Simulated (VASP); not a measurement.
# BaTe in VASP: further runs

BaTe is run at these levels: PBE; tasks: single point.

All numbers are computed with VASP 6.6.1; they aren't measurements. Logs are shortened: lines on timing, memory, paths and dates and some standing lists are left out, and cuts for length are marked.

## Step 1: The cell of the first run

The typed cell holds 4 atoms: a = 5.930 Å, b = 5.930 Å, c = 6.955 Å, α = 90.00°, β = 90.00°, γ = 120.00°.

## Step 2: Single point, PBE (52.96 Å³/atom)

INCAR reads:

```
SYSTEM = BaTe
ALGO = Normal
EDIFF = 1E-6
ENCUT = 520
GGA = PE
ISIF = 2
ISMEAR = 0
LASPH = .True.
LCHARG = .False.
LREAL = .False.
LWAVE = .False.
NBANDS = 24
NELM = 80
PREC = Accurate
SIGMA = 0.05
```

KPOINTS reads:

```
k-points
0
Gamma
  8 8 4
  0 0 0
```

POSCAR reads:

```
BaTe
1.0
    5.9301405464      0.0000000000      0.0000000000
   -2.9650702732      5.1356523612      0.0000000000
    0.0000000000      0.0000000000      6.9554301645
Ba Te
2 2
Direct
    0.6666666667      0.3333333333      0.0625865676
    0.3333333333      0.6666666667      0.5625865676
    0.6666666667      0.3333333333      0.5626134324
    0.3333333333      0.6666666667      0.0626134324
```

Potentials or basis: VASP PAW PBE potentials, release 64 (Ba_sv, Te).

Command:

```
cat potpaw_PBE.64/Ba_sv/POTCAR potpaw_PBE.64/Te/POTCAR > POTCAR
mpirun -np 1 vasp_std > vasp.out
```

OUTCAR:

```text
SYSTEM = BaTe
   EDIFF = 1E-6
   ENCUT = 520
   GGA = PE
   ISIF = 2
   ISMEAR = 0
   LASPH = .True.
   LREAL = .False.
   NELM = 80
   PREC = Accurate

 ion  position               nearest neighbor table
   1  0.667  0.333  0.063-   4 3.42   4 3.42   4 3.42   3 3.48   3 3.48
   2  0.333  0.667  0.563-   3 3.42   3 3.42   3 3.42   4 3.48   4 3.48
   3  0.667  0.333  0.563-   2 3.42   2 3.42   2 3.42   1 3.48   1 3.48
   4  0.333  0.667  0.063-   1 3.42   1 3.42   1 3.42   2 3.48   2 3.48

  LATTYP: Found a hexagonal cell.
 ALAT       =     5.9301405464
 C/A-ratio  =     1.1728946574

  Lattice vectors:

 A1 = (   5.9301405464,   0.0000000000,   0.0000000000)
 A2 = (  -2.9650702732,   5.1356523612,   0.0000000000)
 A3 = (   0.0000000000,   0.0000000000,   6.9554301645)

Analysis of symmetry for initial positions (statically):
=====================================================================
 Subroutine PRICEL returns:
 Original cell was already a primitive cell.

 Routine SETGRP: Setting up the symmetry group for a
 hexagonal supercell.

 Subroutine GETGRP returns: Found 12 space group operations
 (whereof  6 operations were pure point group operations)
 out of a pool of 24 trial point group operations.

The static configuration has the point symmetry C_3v.
 The point group associated with its full space group is C_6v.

Analysis of symmetry for dynamics (positions and initial velocities):
=====================================================================
 Subroutine PRICEL returns:
 Original cell was already a primitive cell.

 Routine SETGRP: Setting up the symmetry group for a
 hexagonal supercell.

 Subroutine GETGRP returns: Found 12 space group operations
 (whereof  6 operations were pure point group operations)
 out of a pool of 24 trial point group operations.

The dynamic configuration has the point symmetry C_3v.
 The point group associated with its full space group is C_6v.

 Subroutine INISYM returns: Found 12 space group operations
 (whereof  6 operations are pure point group operations),
 and found     1 'primitive' translations

----------------------------------------------------------------------------------------

                                     Primitive cell

  volume of cell :     211.8286

  direct lattice vectors                    reciprocal lattice vectors
     5.930140546  0.000000000  0.000000000     0.168630067  0.097358615  0.000000000
    -2.965070273  5.135652361  0.000000000     0.000000000  0.194717230  0.000000000
     0.000000000  0.000000000  6.955430165     0.000000000  0.000000000  0.143772560

  length of vectors
     5.930140546  5.930140546  6.955430165     0.194717230  0.194717230  0.143772560

  position of ions in fractional coordinates (direct lattice)
     0.666666667  0.333333333  0.062586568
     0.333333333  0.666666667  0.562586568
     0.666666667  0.333333333  0.562613432
     0.333333333  0.666666667  0.062613432

  ion indices of the primitive-cell ions
   primitive index   ion index
                 1           1
                 2           2
                 3           3
                 4           4

----------------------------------------------------------------------------------------

 KPOINTS: k-points

Automatic generation of k-mesh.
 Grid dimensions read from file:
 generate k-points for:    8    8    4

 Generating k-lattice:

  Cartesian coordinates                     Fractional coordinates (reciprocal lattice)
     0.021078758  0.012169827  0.000000000     0.125000000  0.000000000  0.000000000
     0.000000000  0.024339654  0.000000000     0.000000000  0.125000000  0.000000000
     0.000000000  0.000000000  0.035943140     0.000000000  0.000000000  0.250000000

  Length of vectors
     0.024339654  0.024339654  0.035943140

  Shift w.r.t. Gamma in fractional coordinates (k-lattice)
     0.000000000  0.000000000  0.000000000

 Subroutine IBZKPT returns following result:
 ===========================================

 Found     30 irreducible k-points:

 Following reciprocal coordinates:
            Coordinates               Weight
  0.000000  0.000000  0.000000      1.000000
  0.125000  0.000000  0.000000      6.000000
  0.250000  0.000000  0.000000      6.000000
  0.375000  0.000000  0.000000      6.000000
  0.500000  0.000000  0.000000      3.000000
  0.125000  0.125000  0.000000      6.000000
[... 16 lines left out ...]
  0.250000  0.000000  0.500000      6.000000
  0.375000  0.000000  0.500000      6.000000
 [... further k-points ...]
   k-points           NKPTS =     30   k-points in BZ     NKDIM =     30   number of bands    NBANDS=     24
   number of dos      NEDOS =    301   number of ions     NIONS =      4
   total plane-waves  NPLWV = 124416
   dimension x,y,z NGX =    48 NGY =   48 NGZ =   54
   dimension x,y,z NGXF=    96 NGYF=   96 NGZF=  108
   ions per type =               2   2
   NGX,Y,Z   is equivalent  to a cutoff of  13.46, 13.46, 12.91 a.u.
   NGXF,Y,Z  is equivalent  to a cutoff of  26.91, 26.91, 25.81 a.u.
 SYSTEM =  BaTe
   PREC   = accura    normal or accurate (medium, high low for compatibility)
   ISTART =      0    job   : 0-new  1-cont  2-samecut
   ICHARG =      2    charge: 1-file 2-atom 10-const
   ISPIN  =      1    spin polarized calculation?
   LNONCOLLINEAR =      F non collinear calculations
   LSORBIT =      F    spin-orbit coupling
   LASPH  =      T    aspherical Exc in radial PAW
   ENCUT  =  520.0 eV  38.22 Ry    6.18 a.u.  11.03 11.03 12.93*2*pi/ulx,y,z
   NELM   =     80;   NELMIN=  2; NELMDL= -5     # of ELM steps
   EDIFF  = 0.1E-05   stopping-criterion for ELM
   LREAL  =      F    real-space projection
   EDIFFG = 0.1E-04   stopping-criterion for IOM
   NSW    =      0    number of steps for IOM
   IBRION =     -1    ionic relax: 0-MD 1-quasi-New 2-CG
   NFREE  =      0    steps in history (QN), initial steepest desc. (CG)
   ISIF   =      2    stress and relaxation
   ISYM   =      2    0-nonsym 1-usesym 2-fastsym
   POTIM  = 0.5000    time-step for ionic-motion
   TEBEG  =    0.0;   TEEND  =   0.0 temperature during run
   PSTRESS=    0.0 pullay stress
   NELECT =      32.0000    total number of electrons
   NUPDOWN=      -1.0000    fix difference up-down
   EMIN   =  10.00;   EMAX   =-10.00  energy-range for DOS
   EFERMI =   0.00;   METHOD = LEGACY
   ISMEAR =     0;   SIGMA  =   0.05  broadening in eV -4-tet -1-fermi 0-gaus
   EFERMI_NEDOS =   21; number of points for ismear=-14 and -15
   IALGO  =     38    algorithm
   IMIX   =      4    mixing-type and parameters
     AMIX     =   0.40;   BMIX     =  1.00
     AMIX_MAG =   1.60;   BMIX_MAG =  1.00
  volume/ion in A,a.u.               =      52.96       357.37
  Fermi-wavevector in a.u.,A,eV,Ry     =   0.871893  1.647639 10.343118  0.760198
  Thomas-Fermi vector in A             =   1.991065
   LORBIT       =      0    0 simple, 1 ext, 2 COOP (PROOUT), +10 PAW based schemes
   GGA     = PE    functional components
   LHFCALC =     F    Hartree Fock is set to
   AEXX    =    0.0000 exact exchange contribution
   IVDW    =     0    specifies the selected vdW correction
   LEPSILON=     F    determine dielectric tensor
   LRPA    =     F    only Hartree local field effects (RPA)
 non-spin polarized calculation
 Gauss-broadening in eV      SIGMA  =   0.05
  energy-cutoff  :      520.00
  volume of cell :      211.83
 maximum number of plane-waves:      5721
 NGX is ok and might be reduce to    48
   NGX = 23   NGY = 23   NGZ = 25

 number of electron      32.0000000 magnetization

 Free energy of the ion-electron system (eV)
  ---------------------------------------------------
  ext. energy  EPLUGINS =         0.00000000
  ---------------------------------------------------
  free energy    TOTEN  =       -16.76362708 eV

  energy without entropy =      -16.76362708  energy(sigma->0) =      -16.76362708

 E-fermi :   1.4021     XC(G=0):  -7.1567

 val. band max:        1.1286140203   @ k =   0.0000   0.0000   0.0000
 cond. band min:       3.0170402862   @ k =   0.3750   0.2500   0.0000
 fundamental gap:      1.8884262659
 Fermi energy:         1.4020869165

 k-point     1 :       0.0000    0.0000    0.0000
  band No.  band energies     occupation
      1     -26.0875      2.00000
      2     -26.0715      2.00000
      3     -11.4027      2.00000
      4     -11.3536      2.00000
      5     -11.3536      2.00000
      6     -11.2825      2.00000
[... 16 lines left out ...]
     23       5.6692      0.00000
     24       6.5374      0.00000

 k-point     2 :       0.1250    0.0000    0.0000
  band No.  band energies     occupation
      1     -26.0868      2.00000
      2     -26.0719      2.00000
      3     -11.3962      2.00000
      4     -11.3702      2.00000
      5     -11.3572      2.00000
      6     -11.3036      2.00000
[... 16 lines left out ...]
     23       5.8106      0.00000
     24       5.9222      0.00000

 k-point     3 :       0.2500    0.0000    0.0000
  band No.  band energies     occupation
      1     -26.0850      2.00000
      2     -26.0730      2.00000
      3     -11.4092      2.00000
      4     -11.3783      2.00000
      5     -11.3655      2.00000
      6     -11.3528      2.00000
[... 16 lines left out ...]
     23       5.6871      0.00000
     24       5.9550      0.00000

 k-point     4 :       0.3750    0.0000    0.0000
  band No.  band energies     occupation
      1     -26.0826      2.00000
      2     -26.0747      2.00000
      3     -11.4467      2.00000
      4     -11.3997      2.00000
      5     -11.3734      2.00000
      6     -11.3543      2.00000
[... 16 lines left out ...]
     23       5.7197      0.00000
     24       5.9320      0.00000

 k-point     5 :       0.5000    0.0000    0.0000
  band No.  band energies     occupation
      1     -26.0811      2.00000
      2     -26.0758      2.00000
      3     -11.4618      2.00000
      4     -11.4185      2.00000
      5     -11.3766      2.00000
      6     -11.3396      2.00000
[... 16 lines left out ...]
     23       5.7942      0.00000
     24       5.9990      0.00000

 k-point     6 :       0.1250    0.1250    0.0000
  band No.  band energies     occupation
      1     -26.0856      2.00000
      2     -26.0727      2.00000
      3     -11.3962      2.00000
      4     -11.3840      2.00000
      5     -11.3660      2.00000
      6     -11.3369      2.00000
[... 16 lines left out ...]
     23       5.8822      0.00000
     24       6.0621      0.00000
[... 379 lines left out ...]
 k-point    21 :       0.0000    0.0000    0.5000
  band No.  band energies     occupation
      1     -26.0795      2.00000
      2     -26.0795      2.00000
      3     -11.3801      2.00000
      4     -11.3801      2.00000
      5     -11.3176      2.00000
      6     -11.3176      2.00000
[... 16 lines left out ...]
     23       6.5810      0.00000
     24       6.5810      0.00000

 k-point    22 :       0.1250    0.0000    0.5000
  band No.  band energies     occupation
      1     -26.0794      2.00000
      2     -26.0794      2.00000
      3     -11.4228      2.00000
      4     -11.4228      2.00000
      5     -11.3194      2.00000
      6     -11.3194      2.00000
[... 16 lines left out ...]
     23       6.1476      0.00000
     24       6.1476      0.00000

 k-point    23 :       0.2500    0.0000    0.5000
  band No.  band energies     occupation
      1     -26.0790      2.00000
      2     -26.0790      2.00000
      3     -11.4882      2.00000
      4     -11.4882      2.00000
      5     -11.3237      2.00000
      6     -11.3237      2.00000
[... 16 lines left out ...]
     23       5.7392      0.00000
     24       5.7392      0.00000

 k-point    24 :       0.3750    0.0000    0.5000
  band No.  band energies     occupation
      1     -26.0786      2.00000
      2     -26.0786      2.00000
      3     -11.5397      2.00000
      4     -11.5397      2.00000
      5     -11.3280      2.00000
      6     -11.3280      2.00000
[... 16 lines left out ...]
     23       5.7730      0.00000
     24       5.7730      0.00000

 [... further k-points ...]
[... 5 lines left out ...]
  --------------------------------------------------------------------------------------
  -------------------------------------------------------------------------------------
  Total        0.9122595      0.9122595      1.1133339      0.0000000      0.0000000      0.0000000
  in kB        6.8999248      6.8999248      8.4207622      0.0000000      0.0000000      0.0000000
  external PRESSURE =       7.4068706 kB  Pullay stress =       0.0000000 kB

 VOLUME and BASIS-vectors are now :
 -----------------------------------------------------------------------------
  energy-cutoff  :      520.00
  volume of cell :      211.83
      direct lattice vectors                 reciprocal lattice vectors
     5.930140546  0.000000000  0.000000000     0.168630067  0.097358615  0.000000000
    -2.965070273  5.135652361  0.000000000     0.000000000  0.194717230  0.000000000
     0.000000000  0.000000000  6.955430165     0.000000000  0.000000000  0.143772560

 POSITION                                       TOTAL-FORCE (eV/Angst)
 -----------------------------------------------------------------------------------
      2.96507      1.71188      0.43532        -0.000000     -0.000000      0.000505
     -0.00000      3.42377      3.91303         0.000000     -0.000000      0.000505
      2.96507      1.71188      3.91322         0.000000     -0.000000     -0.000505
     -0.00000      3.42377      0.43550        -0.000000      0.000000     -0.000505
 -----------------------------------------------------------------------------------
    total drift:                                0.000000     -0.000000      0.000226

  FREE ENERGIE OF THE ION-ELECTRON SYSTEM (eV)
  ---------------------------------------------------
  free  energy   TOTEN  =       -16.7636270777 eV

  energy  without entropy=      -16.7636270777  energy(sigma->0) =      -16.76362708
```

Run time: 3.9 min. Hardware: 1 thread of Intel Xeon 6975P-C (Granite Rapids), shared host; peak memory 0.42 GiB.

What came out:

```yaml
Free_energy: -16.7636 eV
Pressure: 0.7 GPa
Band_gap_on_the_k_mesh: 1.89 eV (least direct gap 2.20 eV)
```

Stress tensor (GPa, compression positive):
```
0.69 0.00 0.00
0.00 0.69 0.00
0.00 0.00 0.84
```

Caveat: spin-orbit coupling is left out, which moves the levels of the heavy elements. A k mesh can miss the band edges.

(Continued in part 2 of 2.)
